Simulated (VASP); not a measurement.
# CaSiH6 in VASP: further runs

The runs below take CaSiH6 through single point, relaxation of cell and atoms, with PBEsol.

Program: VASP 6.6.1. These are calculated values, not measurements. Logs are shortened: lines on timing, memory, paths and dates and some standing lists are left out, and cuts for length are marked.

### 1 The cell of the first run

The typed cell holds 8 atoms: a = 4.379 Å, b = 4.735 Å, c = 4.295 Å, α = 76.40°, β = 85.36°, γ = 51.88°.

### 2 Single point, PBEsol

The input, INCAR:

```
ALGO     = Normal         # electronic algorithm
EDIFF    = 1E-6           # SCF threshold, eV
ENCUT    = 520            # plane-wave cutoff, eV
GGA      = PS             # functional
ISIF     = 2              # what is computed and relaxed
ISMEAR   = -1             # smearing method
LASPH    = T              # aspherical terms in the spheres
LCHARG   = T              # write CHGCAR
LELF     = T              # ELF
LREAL    = F              # projectors in reciprocal space
LVHAR    = T            
LWAVE    = F              # write WAVECAR
NBANDS   = 20             # bands
NELM     = 80             # most SCF steps
PREC     = Accurate       # precision mode
SIGMA    = 0.03           # smearing width, eV
```

The input, KPOINTS:

```
k-points
0
Gamma
  6 6 4
```

The input, POSCAR:

```
CaSiH6
1.0
    4.3530292472      0.4731169965     -0.0585203014
    2.4999872309      3.9739979610     -0.6151820837
    0.2202714349      1.6758549762      3.9482799547
Ca Si H
1 1 6
Direct
    0.0000000000      0.0000000000      0.0000000000
    0.5000000000      0.0000000000      0.5000000000
    0.6088037633      0.8010281048      0.2130091213
    0.3911962367      0.1989718952      0.7869908787
    0.5540501638      0.6503492680      0.7489427680
    0.4459498362      0.3496507320      0.2510572320
    0.0475704334      0.2004844840      0.4326008408
    0.9524295666      0.7995155160      0.5673991592
```

Potentials or basis: VASP PAW PBE potentials, release 64 (Ca_sv, Si, H).

Started as:

```bash
$ cat potpaw_PBE.64/Ca_sv/POTCAR potpaw_PBE.64/Si/POTCAR potpaw_PBE.64/H/POTCAR > POTCAR
$ mpirun -np 1 vasp_std > vasp.out
```

OUTCAR:

```text
EDIFF = 1E-6
   ENCUT = 520
   GGA = PS
   ISIF = 2
   ISMEAR = -1
   LASPH = T
   LREAL = F
   NELM = 80
   PREC = Accurate

 ion  position               nearest neighbor table
   1  0.000  0.000  0.000-   2 2.94   2 2.94
   2  0.500  0.000  0.500-   3 1.59   4 1.59   7 1.60   8 1.60   5 1.63   6 1.63   1 2.94   1 2.94

   3  0.609  0.801  0.213-   2 1.59
   4  0.391  0.199  0.787-   2 1.59
   5  0.554  0.650  0.749-   2 1.63
   6  0.446  0.350  0.251-   2 1.63
   7  0.048  0.200  0.433-   2 1.60
   8  0.952  0.800  0.567-   2 1.60

  LATTYP: Found a triclinic cell.
 ALAT       =     4.2948718266
 B/A-ratio  =     1.4902876390
 C/A-ratio  =     2.9677569278
 COS(alpha) =     0.0004346992
 COS(beta)  =     0.5825516689
 COS(gamma) =     0.7896353296

  Lattice vectors:

 A1 = (  -0.2202714349,  -1.6758549762,  -3.9482799547)
 A2 = (   1.6327705814,  -5.1767359407,  -3.3916181724)
 A3 = (  -8.4996561496,   3.1769349801,  -8.9513631726)

Analysis of symmetry for initial positions (statically):
=====================================================================
 Subroutine PRICEL returns:
 Original cell was already a primitive cell.

 Routine SETGRP: Setting up the symmetry group for a
 triclinic supercell.

 Subroutine GETGRP returns: Found  2 space group operations
 (whereof  2 operations were pure point group operations)
 out of a pool of  2 trial point group operations.

The static configuration has the point symmetry S_2 .

Analysis of symmetry for dynamics (positions and initial velocities):
=====================================================================
 Subroutine PRICEL returns:
 Original cell was already a primitive cell.

 Routine SETGRP: Setting up the symmetry group for a
 triclinic supercell.

 Subroutine GETGRP returns: Found  2 space group operations
 (whereof  2 operations were pure point group operations)
 out of a pool of  2 trial point group operations.

The dynamic configuration has the point symmetry S_2 .

 Subroutine INISYM returns: Found  2 space group operations
 (whereof  2 operations are pure point group operations),
 and found     1 'primitive' translations

----------------------------------------------------------------------------------------

                                     Primitive cell

  volume of cell :      67.8608

  direct lattice vectors                    reciprocal lattice vectors
     4.353029247  0.473116996 -0.058520301     0.246407668 -0.147451281  0.048839088
     2.499987231  3.973997961 -0.615182084    -0.028972116  0.253458223 -0.105964496
     0.220271435  1.675854976  3.948279955    -0.000861964  0.037305882  0.237488382

  length of vectors
     4.379055600  4.735086583  4.294871827     0.291279721  0.276240708  0.240402170

  position of ions in fractional coordinates (direct lattice)
     0.000000000  0.000000000  0.000000000
     0.500000000  1.000000000  0.500000000
     0.608803763  0.801028105  0.213009121
     0.391196237  0.198971895  0.786990879
     0.554050164  0.650349268  0.748942768
     0.445949836  0.349650732  0.251057232
     0.047570433  0.200484484  0.432600841
     0.952429567  0.799515516  0.567399159

  ion indices of the primitive-cell ions
   primitive index   ion index
                 1           1
                 2           2
                 3           3
                 4           4
                 5           5
                 6           6
                 7           7
                 8           8

----------------------------------------------------------------------------------------

 KPOINTS: k-points

Automatic generation of k-mesh.
 Grid dimensions read from file:
 generate k-points for:    6    6    4

 Generating k-lattice:

  Cartesian coordinates                     Fractional coordinates (reciprocal lattice)
     0.041067945 -0.024575214  0.008139848     0.166666667 -0.000000000 -0.000000000
    -0.004828686  0.042243037 -0.017660749     0.000000000  0.166666667 -0.000000000
    -0.000215491  0.009326470  0.059372096     0.000000000  0.000000000  0.250000000

  Length of vectors
     0.048546620  0.046040118  0.060100543

  Shift w.r.t. Gamma in fractional coordinates (k-lattice)
     0.000000000  0.000000000  0.000000000

 Subroutine IBZKPT returns following result:
 ===========================================

 Found     76 irreducible k-points:

 Following reciprocal coordinates:
            Coordinates               Weight
  0.000000  0.000000  0.000000      1.000000
  0.166667  0.000000  0.000000      2.000000
  0.333333  0.000000 -0.000000      2.000000
  0.500000  0.000000 -0.000000      1.000000
  0.000000  0.166667 -0.000000      2.000000
  0.166667  0.166667  0.000000      2.000000
[... 16 lines left out ...]
  0.333333  0.000000  0.250000      2.000000
  0.500000  0.000000  0.250000      2.000000
 [... further k-points ...]
   k-points           NKPTS =     76   k-points in BZ     NKDIM =     76   number of bands    NBANDS=     20
   number of dos      NEDOS =    301   number of ions     NIONS =      8
   total plane-waves  NPLWV =  41472
   dimension x,y,z NGX =    36 NGY =   36 NGZ =   32
   dimension x,y,z NGXF=    72 NGYF=   72 NGZF=   64
   ions per type =               1   1   6
   NGX,Y,Z   is equivalent  to a cutoff of  13.67, 12.64, 12.39 a.u.
   NGXF,Y,Z  is equivalent  to a cutoff of  27.33, 25.28, 24.77 a.u.
 SYSTEM =  unknown system
   PREC   = accura    normal or accurate (medium, high low for compatibility)
   ISTART =      0    job   : 0-new  1-cont  2-samecut
   ICHARG =      2    charge: 1-file 2-atom 10-const
   ISPIN  =      1    spin polarized calculation?
   LNONCOLLINEAR =      F non collinear calculations
   LSORBIT =      F    spin-orbit coupling
   LASPH  =      T    aspherical Exc in radial PAW
   ENCUT  =  520.0 eV  38.22 Ry    6.18 a.u.   8.14  8.80  7.99*2*pi/ulx,y,z
   NELM   =     80;   NELMIN=  2; NELMDL= -5     # of ELM steps
   EDIFF  = 0.1E-05   stopping-criterion for ELM
   LREAL  =      F    real-space projection
   EDIFFG = 0.1E-04   stopping-criterion for IOM
   NSW    =      0    number of steps for IOM
   IBRION =     -1    ionic relax: 0-MD 1-quasi-New 2-CG
   NFREE  =      0    steps in history (QN), initial steepest desc. (CG)
   ISIF   =      2    stress and relaxation
   ISYM   =      2    0-nonsym 1-usesym 2-fastsym
   POTIM  = 0.5000    time-step for ionic-motion
   TEBEG  =    0.0;   TEEND  =   0.0 temperature during run
   PSTRESS=    0.0 pullay stress
   NELECT =      20.0000    total number of electrons
   NUPDOWN=      -1.0000    fix difference up-down
   EMIN   =  10.00;   EMAX   =-10.00  energy-range for DOS
   EFERMI =   0.00;   METHOD = LEGACY
   ISMEAR =    -1;   SIGMA  =   0.03  broadening in eV -4-tet -1-fermi 0-gaus
   EFERMI_NEDOS =   21; number of points for ismear=-14 and -15
   IALGO  =     38    algorithm
   IMIX   =      4    mixing-type and parameters
     AMIX     =   0.40;   BMIX     =  1.00
     AMIX_MAG =   1.60;   BMIX_MAG =  1.00
  volume/ion in A,a.u.               =       8.48        57.24
  Fermi-wavevector in a.u.,A,eV,Ry     =   1.089462  2.058784 16.149116  1.186927
  Thomas-Fermi vector in A             =   2.225665
   LORBIT       =      0    0 simple, 1 ext, 2 COOP (PROOUT), +10 PAW based schemes
   GGA     = PS    functional components
   LHFCALC =     F    Hartree Fock is set to
   AEXX    =    0.0000 exact exchange contribution
   IVDW    =     0    specifies the selected vdW correction
   LEPSILON=     F    determine dielectric tensor
   LRPA    =     F    only Hartree local field effects (RPA)
 non-spin polarized calculation
  energy-cutoff  :      520.00
  volume of cell :       67.86
 maximum number of plane-waves:      1841
 NGX is ok and might be reduce to    36
   NGX = 17   NGY = 17   NGZ = 15

 number of electron      20.0000001 magnetization

 Free energy of the ion-electron system (eV)
  ---------------------------------------------------
  ext. energy  EPLUGINS =         0.00000000
  ---------------------------------------------------
  free energy    TOTEN  =       -29.04766603 eV

  energy without entropy =      -29.04766603  energy(sigma->0) =      -29.04766603

 E-fermi :   3.4387     XC(G=0):  -9.4903

 val. band max:        2.7495065597   @ k =   0.5000   0.5000   0.5000
 cond. band min:       4.0260119782   @ k =   0.0000   0.0000   0.0000
 fundamental gap:      1.2765054185
 Fermi energy:         3.4387459711

 k-point     1 :       0.0000    0.0000    0.0000
  band No.  band energies     occupation
      1     -37.5894      2.00000
      2     -18.7500      2.00000
      3     -18.6973      2.00000
      4     -18.6498      2.00000
      5      -8.3207      2.00000
      6      -1.3751      2.00000
[... 12 lines left out ...]
     19      10.4730      0.00000
     20      11.3897      0.00000

 k-point     2 :       0.1667    0.0000    0.0000
  band No.  band energies     occupation
      1     -37.5878      2.00000
      2     -18.7548      2.00000
      3     -18.6979      2.00000
      4     -18.6737      2.00000
      5      -8.0422      2.00000
      6      -1.6990      2.00000
[... 12 lines left out ...]
     19      11.1895      0.00000
     20      11.5038      0.00000
[... 465 lines left out ...]
      3     -18.7227      2.00000
      4     -18.7142      2.00000
      5      -7.0609      2.00000
      6      -2.9458      2.00000
[... 12 lines left out ...]
     19      10.6952      0.00000
     20      11.8643      0.00000

 k-point    24 :       0.5000    0.0000    0.2500
  band No.  band energies     occupation
      1     -37.5823      2.00000
      2     -18.7813      2.00000
      3     -18.7302      2.00000
      4     -18.7188      2.00000
      5      -6.6344      2.00000
      6      -3.6033      2.00000
[... 12 lines left out ...]
     19      11.5518      0.00000
     20      12.0804      0.00000

 [... further k-points ...]

------------------------ aborting loop because EDIFF is reached ----------------------------------------

  FORCE on cell =-STRESS in cart. coord.  units (eV):
  Direction    XX          YY          ZZ          XY          YZ          ZX
  --------------------------------------------------------------------------------------
  -------------------------------------------------------------------------------------
  Total       -0.0007727     -0.0313686      0.0094051     -0.0217216      0.0194717     -0.0063068
  in kB       -0.0182422     -0.7406049      0.2220525     -0.5128421      0.4597214     -0.1489010
  external PRESSURE =      -0.1789315 kB  Pullay stress =       0.0000000 kB

 VOLUME and BASIS-vectors are now :
 -----------------------------------------------------------------------------
  energy-cutoff  :      520.00
  volume of cell :       67.86
      direct lattice vectors                 reciprocal lattice vectors
     4.353029247  0.473116996 -0.058520301     0.246407668 -0.147451281  0.048839088
     2.499987231  3.973997961 -0.615182084    -0.028972116  0.253458223 -0.105964496
     0.220271435  1.675854976  3.948279955    -0.000861964  0.037305882  0.237488382

 POSITION                                       TOTAL-FORCE (eV/Angst)
 -----------------------------------------------------------------------------------
      0.00000      0.00000      0.00000        -0.000000     -0.000000      0.000000
      2.28665      1.07449      1.94488        -0.000000     -0.000000      0.000000
      4.69962      3.82829      0.31261         0.001738     -0.001976      0.002374
      2.37367      2.29468      2.96196        -0.001738      0.001976     -0.002374
      4.20263      4.10174      2.52453         0.004309     -0.000007     -0.005035
      2.87066      2.02123      0.75005        -0.004309      0.000007      0.005035
      0.80357      1.54421      1.58191         0.002275      0.002372     -0.000643
      6.26971      4.57876      1.69267        -0.002275     -0.002372      0.000643
 -----------------------------------------------------------------------------------
    total drift:                                0.000000     -0.000000      0.000000

  FREE ENERGIE OF THE ION-ELECTRON SYSTEM (eV)
  ---------------------------------------------------
  free  energy   TOTEN  =       -29.0476660314 eV

  energy  without entropy=      -29.0476660314  energy(sigma->0) =      -29.04766603
```

It took 84 s on 1 thread of Intel Xeon Platinum 8488C (Sapphire Rapids), shared host; peak memory 0.26 GiB.

What came out:

```
Free energy            : -29.0477 eV
Pressure               : 0.0 GPa
Largest force          : 0.007 eV/Å
Band gap on the k mesh : 1.28 eV (least direct gap 2.55 eV)
```

Forces in eV/Å, atoms in the order of the input:
```
Ca   0.000  0.000  0.000
Si   0.000  0.000  0.000
H    0.002 -0.002  0.002
H   -0.002  0.002 -0.002
H    0.004  0.000 -0.005
H   -0.004  0.000  0.005
H    0.002  0.002 -0.001
H   -0.002 -0.002  0.001
```

Levels at points of the mesh, in eV from the valence-band top:
| k point | band 7 | band 8 | band 9 | band 10 | band 11 | band 12 | band 13 | band 14 |
| --- | --- | --- | --- | --- | --- | --- | --- | --- |
| (0.00, 0.00, 0.00) | -3.96 | -3.23 | -2.83 | -2.06 | 1.28 | 2.63 | 3.42 | 3.92 |
| (0.50, 0.00, 0.00) | -4.97 | -3.93 | -2.82 | -1.54 | 2.56 | 3.76 | 4.49 | 4.76 |
| (0.00, 0.50, 0.00) | -4.01 | -3.69 | -3.23 | -1.90 | 3.00 | 3.55 | 4.02 | 4.84 |
| (0.50, 0.50, 0.00) | -4.54 | -3.99 | -1.37 | -0.75 | 2.95 | 3.00 | 3.87 | 4.14 |
| (0.00, 0.00, 0.50) | -4.47 | -3.65 | -0.89 | -0.59 | 2.54 | 2.98 | 3.52 | 3.85 |
| (0.50, 0.00, 0.50) | -5.50 | -4.53 | -2.61 | -2.26 | 2.46 | 4.18 | 4.24 | 4.96 |
| (0.00, 0.50, 0.50) | -5.57 | -4.10 | -3.03 | -1.97 | 3.25 | 4.14 | 4.55 | 5.05 |
| (0.50, 0.50, 0.50) | -5.61 | -3.56 | -3.48 | 0.00 | 2.55 | 3.56 | 4.61 | 5.04 |

Caveat: the PAW data sets were made with another functional, which shifts forces and pressure a little. A k mesh can miss the band edges.

### 3 Single point, PBEsol

The input, INCAR:

```
PREC = Accurate
ENCUT = 520
EDIFF = 1E-7
ISMEAR = -1
SIGMA = 0.05
LREAL = F
LASPH = T
NELM = 60
ALGO = Normal
ISIF = 2
LWAVE = F
LCHARG = T
GGA = PS
LELF = T
LVHAR = T
NBANDS = 20
```

The input, KPOINTS:

```
Automatic mesh
0
Gamma
  6 6 4
```

The input, POSCAR:

```
CaSiH6
1.0
    4.3566106878      0.4629894362     -0.0525730756
    2.4938485830      3.9569055027     -0.6179372819
    0.2231650710      1.6641782490      3.9518886706
Ca Si H
1 1 6
Direct
   -0.0013872789      0.0024446413     -0.0025146737
    0.4986231037      0.0024340002      0.4974865920
    0.6077051092      0.8029202419      0.2095683751
    0.3895435352      0.2019512946      0.7854070690
    0.5514055147      0.6525390124      0.7450312590
    0.4458433711      0.3523313781      0.2499316972
    0.0471375664      0.2030271743      0.4304362999
    0.9501092393      0.8018276096      0.5645361014
```

Potentials or basis: VASP PAW PBE potentials, release 64 (Ca_sv, Si, H).

Started as:

```bash
$ cat potpaw_PBE.64/Ca_sv/POTCAR potpaw_PBE.64/Si/POTCAR potpaw_PBE.64/H/POTCAR > POTCAR
$ mpirun -np 1 vasp_std > vasp.out
```

Run time: 86 s. Hardware: 1 thread of Intel Xeon Platinum 8488C (Sapphire Rapids), shared host; peak memory 0.25 GiB.

The run converged. Its results:

| Property | Result |
| --- | --- |
| Free energy | -29.0477 eV |
| Pressure | 0.0 GPa |
| Largest force | 0.008 eV/Å |
| Band gap on the k mesh | 1.28 eV (least direct gap 2.57 eV) |

Forces in eV/Å, atoms in the order of the input:
```
Ca   0.000  0.000  0.000
Si   0.000  0.000  0.000
H    0.001 -0.002  0.003
H   -0.002  0.002 -0.003
H    0.005  0.000 -0.006
H   -0.005  0.000  0.006
H    0.003  0.003 -0.001
H   -0.003 -0.003  0.001
```

Stress tensor (GPa, compression positive):
```
 0.01 -0.03 -0.03
-0.03 -0.08  0.05
-0.03  0.05 -0.02
```

Levels at points of the mesh, in eV from the valence-band top:
```tsv
k point	band 6	band 7	band 8	band 9	band 10	band 11	band 12	band 13	band 14	band 15
(0.00, 0.00, 0.00)	-4.11	-3.94	-3.22	-2.82	-2.04	1.28	2.64	3.46	3.94	5.66
(0.50, 0.00, 0.00)	-6.65	-4.94	-3.92	-2.80	-1.52	2.55	3.77	4.48	4.76	5.22
(0.00, 0.50, 0.00)	-6.45	-4.01	-3.67	-3.22	-1.90	3.00	3.56	4.04	4.82	5.35
(0.50, 0.50, 0.00)	-6.96	-4.52	-3.98	-1.38	-0.74	2.97	3.01	3.89	4.16	4.73
(0.00, 0.00, 0.50)	-7.06	-4.45	-3.62	-0.87	-0.57	2.55	2.99	3.53	3.83	4.28
(0.50, 0.00, 0.50)	-6.17	-5.51	-4.49	-2.60	-2.24	2.47	4.20	4.24	4.97	5.09
(0.00, 0.50, 0.50)	-6.49	-5.57	-4.10	-3.03	-1.96	3.29	4.16	4.55	5.07	5.32
(0.50, 0.50, 0.50)	-6.31	-5.59	-3.55	-3.47	0.00	2.57	3.58	4.61	5.06	5.50
```

Caveat: the PAW data sets were made with another functional, which shifts forces and pressure a little.

(Continued in part 2 of 2.)
